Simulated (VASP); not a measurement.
Al2O3 (Corundum), 10 atoms in the cell. The structure is trigonal, space group R-3c (No. 167). The conventional cell has a = 4.761 Å, b = 4.761 Å, c = 12.996 Å, α = 90.00°, β = 90.00°, γ = 120.00°. Within 2.5 Å of Al (site symmetry 3) lie 6 O at 1.85 to 1.97 Å. Within 2.5 Å of O (site symmetry 2) lie 4 Al at 1.85 to 1.97 Å. 

| Property | Result |
| --- | --- |
| Program | VASP 6.6.1 |
| Task | single point |
| Functional | PBEsol |
| Dispersion | D3(BJ) |
| Potentials or basis | VASP PAW PBE potentials, release 64 (Al, O) |
| Cutoff | 520 eV |
| k mesh | 6 × 6 × 6 |
| Occupations | gaussian, width 0.01 eV |
| Spin | no spin polarisation |
| Dipole correction | no |
| Further INCAR settings | ALGO = Normal; EDIFF = 1e-06; NBANDS = 35 |

Potentials or basis: VASP PAW PBE potentials, release 64 (Al, O).

Command:

```sh
$ cat potpaw_PBE.64/Al/POTCAR potpaw_PBE.64/O/POTCAR > POTCAR
$ mpirun -np 1 vasp_std > vasp.out
```

Hardware: 1 thread of Intel Xeon 6975P-C, with other jobs on the host.

Task: How long does it take, and how much memory?

Result: It took 100 s on 1 thread of Intel Xeon 6975P-C, on a shared host, peak memory 0.27 GiB. Counts: scf iterations 13, k points 32.
